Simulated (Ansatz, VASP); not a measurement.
## One calculation of GaAs, two programs

Contents of INCAR:

```
ALGO = Normal
EDIFF = 1E-6
ENCUT = 500
GGA = PE
GGA_COMPAT = False
ISIF = 2
ISMEAR = 0
LASPH = True
LCHARG = False
LREAL = False
LWAVE = False
NBANDS = 16
NELM = 120
PREC = Accurate
SIGMA = 0.02
```

KPOINTS

```
k-points
0
Gamma
  12 12 12
```

File POSCAR:

```
GaAs
1.0
    0.0000000000      2.7085896452      2.7085896452
    2.7085896452      0.0000000000      2.7085896452
    2.7085896452      2.7085896452      0.0000000000
Ga As
1 1
Direct
    0.0000000000      0.0000000000      0.0000000000
    0.2500000000      0.2500000000      0.2500000000
```

Input for Ansatz:

```yaml
crystal:
  lattice:
    - [0.0, 2.7085896452, 2.7085896452]
    - [2.7085896452, 0.0, 2.7085896452]
    - [2.7085896452, 2.7085896452, 0.0]
  atoms:
    - { symbol: Ga, position: [0.0, 0.0, 0.0] }
    - { symbol: As, position: [0.25, 0.25, 0.25] }
scf:
  occupations: { method: gaussian, width: 0.02 }
output:
  forces: true
  stress: true
  eigenvalues: true
hamiltonian:
  xc: pbe
basis:
  ecutwfc: 500
kpoints:
  mp_grid: { grid: [12, 12, 12] }
```

Alike in both runs: task single point; functional PBE; k mesh 12 × 12 × 12; occupations gaussian, width 0.02 eV; no spin polarisation.

```csv
,VASP,Ansatz
version,VASP 6.6.1,Ansatz 0.2.0
potentials or method,"VASP PAW PBE potentials, release 64 (Ga_d, As), cutoff 500 eV","scalar-relativistic, plane waves, PAW"
valence electrons in the cell,18,28
```

VASP gave:

* gap on the k mesh at the Fermi level (eV): 1.18
* least direct gap on the mesh (eV): 1.53
* pressure (GPa): 16.5

Q: What did Ansatz give for the same quantities?

A: gap on the k mesh at the Fermi level (eV): 1.20; least direct gap on the mesh (eV): 1.52; pressure (GPa): 16.2.

VASP's potentials hold 18 valence electrons a cell and Ansatz's 28, so a difference there can come from the potentials and not from the codes.
